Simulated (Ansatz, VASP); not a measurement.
One calculation of MgO, two programs

Contents of INCAR:

```
ALGO = Normal ; EDIFF = 1E-6
ENCUT = 520 ; GGA = PS
ISIF = 2 ; ISMEAR = 0
LASPH = True ; LCHARG = True
LELF = True ; LREAL = False
LVHAR = True ; LWAVE = False
NBANDS = 16 ; NELM = 100
PREC = Accurate ; SIGMA = 0.05
```

The input KPOINTS:

```
k-points
0
Gamma
  9 9 6
```

File POSCAR:

```
MgO
1.0
    3.0722000000      0.0000000000      0.0000000000
   -1.5361000000      2.6606032455      0.0000000000
    0.0000000000      0.0000000000      4.8186000000
Mg O
2 2
Direct
    0.3333333333      0.6666666667      0.0036583380
    0.6666666667      0.3333333333      0.5036583380
    0.3333333333      0.6666666667      0.4009416620
    0.6666666667      0.3333333333      0.9009416620
```

Input for Ansatz:

```yaml
crystal:
  lattice:
    - [3.0722, 0.0, 0.0]
    - [-1.5361, 2.6606032455, 0.0]
    - [0.0, 0.0, 4.8186]
  atoms:
    - { symbol: Mg, position: [0.3333333333, 0.6666666667, 0.003658338] }
    - { symbol: Mg, position: [0.6666666667, 0.3333333333, 0.503658338] }
    - { symbol: O, position: [0.3333333333, 0.6666666667, 0.400941662] }
    - { symbol: O, position: [0.6666666667, 0.3333333333, 0.900941662] }
basis:
  ecutwfc: 520.0
kpoints:
  mp_grid: { grid: [9, 9, 6] }
hamiltonian:
  xc: pbesol
  pseudopotentials: { kind: paw, azcp: { folder: soft_1 } }
scf:
  occupations: { method: gaussian, width: 0.05 }
output:
  forces: true
  stress: true
  eigenvalues: true
```

Alike in both runs: task single point; functional PBEsol; k mesh 9 × 9 × 6; occupations gaussian, width 0.05 eV; no spin polarisation.

|  | VASP | Ansatz |
| --- | --- | --- |
| version | VASP 6.6.1 | Ansatz 0.2.0 |
| potentials or method | VASP PAW PBE potentials, release 64 (Mg, O), cutoff 520 eV | scalar-relativistic, plane waves, PAW |
| valence electrons in the cell | 16 | 32 |

```csv
,VASP,Ansatz,Ansatz less VASP
gap on the k mesh at the Fermi level (eV),4.53,4.52,-0.005
least direct gap on the mesh (eV),4.53,4.52,-0.005
rms of the force components (eV/Å),0.239,0.230,-0.0093
```

VASP's potentials were made for PBE, not for PBEsol, and Ansatz warns of the same on its side. Atom by atom the forces differ by 0.009 eV/Å (rms over components). VASP's potentials hold 16 valence electrons a cell and Ansatz's 32, so a difference there can come from the potentials and not from the codes.
